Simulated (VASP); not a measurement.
Here is a VASP 6.6.1 calculation.

Contents of INCAR:

```
PREC = Accurate
ENCUT = 520
EDIFF = 1E-6
ISMEAR = 0
SIGMA = 0.05
LREAL = Auto
LASPH = True
NELM = 100
ALGO = Normal
ISIF = 2
LWAVE = False
LCHARG = True
GGA = PE
LELF = True
LVHAR = True
NBANDS = 206
```

Contents of KPOINTS:

```
Automatic mesh
0
Gamma
  2 2 1
```

Contents of POSCAR:

```
HfO2
1.0
   -4.8135330000     -4.8135330000      3.2054150000
   -4.8135330000      4.8135330000      3.2054150000
   -9.6270660000      0.0000000000     -6.4108310000
Hf O
16 32
Direct
    0.0000000000      0.0000000000      0.0000000000
    0.2500000000      0.2500000000      0.7500000000
    0.5000000000      0.5000000000      0.0000000000
    0.5000000000      0.5000000000      0.5000000000
    0.7500000000      0.7500000000      0.2500000000
    0.7500000000      0.7500000000      0.7500000000
    0.0000000000      0.0000000000      0.5000000000
    0.2500000000      0.2500000000      0.2500000000
    0.7500000000      0.2500000000      0.7500000000
    0.0000000000      0.5000000000      0.5000000000
    0.2500000000      0.7500000000      0.7500000000
    0.2500000000      0.7500000000      0.2500000000
    0.5000000000      0.0000000000      0.0000000000
    0.5000000000      0.0000000000      0.5000000000
    0.7500000000      0.2500000000      0.2500000000
    0.0000000000      0.5000000000      0.0000000000
    0.6737390000      0.4787830000      0.8262610000
    0.9237390000      0.7287830000      0.5762610000
    0.1737390000      0.9787830000      0.8262610000
    0.1737390000      0.9787830000      0.3262610000
    0.4237390000      0.2287830000      0.0762610000
    0.4237390000      0.2287830000      0.5762610000
    0.6737390000      0.4787830000      0.3262610000
    0.9237390000      0.7287830000      0.0762610000
    0.7712160000      0.0762610000      0.9237390000
    0.0212160000      0.3262610000      0.6737390000
    0.2712160000      0.5762610000      0.9237390000
    0.2712160000      0.5762610000      0.4237390000
    0.5212160000      0.8262610000      0.1737390000
    0.5212160000      0.8262610000      0.6737390000
    0.7712160000      0.0762610000      0.4237390000
    0.0212160000      0.3262610000      0.1737390000
    0.4787840000      0.1737390000      0.8262610000
    0.7287840000      0.4237390000      0.5762610000
    0.9787840000      0.6737390000      0.8262610000
    0.9787840000      0.6737390000      0.3262610000
    0.2287840000      0.9237390000      0.0762610000
    0.2287840000      0.9237390000      0.5762610000
    0.4787840000      0.1737390000      0.3262610000
    0.7287840000      0.4237390000      0.0762610000
    0.8262610000      0.0212170000      0.6737390000
    0.0762610000      0.2712170000      0.4237390000
    0.3262610000      0.5212170000      0.6737390000
    0.3262610000      0.5212170000      0.1737390000
    0.5762610000      0.7712170000      0.9237390000
    0.5762610000      0.7712170000      0.4237390000
    0.8262610000      0.0212170000      0.1737390000
    0.0762610000      0.2712170000      0.9237390000
```

Potentials or basis: VASP PAW PBE potentials, release 64 (Hf_pv, O).

Command:

```console
$ cat potpaw_PBE.64/Hf_pv/POTCAR potpaw_PBE.64/O/POTCAR > POTCAR
$ mpirun -np 1 vasp_std > vasp.out
```

Task: Predict the pressure.

Result: 5.6 GPa.

Task: Estimate the band gap on the k mesh.

Result: 3.98 eV.

Stress tensor (GPa, compression positive):
```
5.53 0.00 0.06
0.00 5.47 0.00
0.06 0.00 5.89
```

Caveat: the k points lie up to 0.59 Å⁻¹ apart; spin-orbit coupling is left out, which moves the levels of the heavy elements.
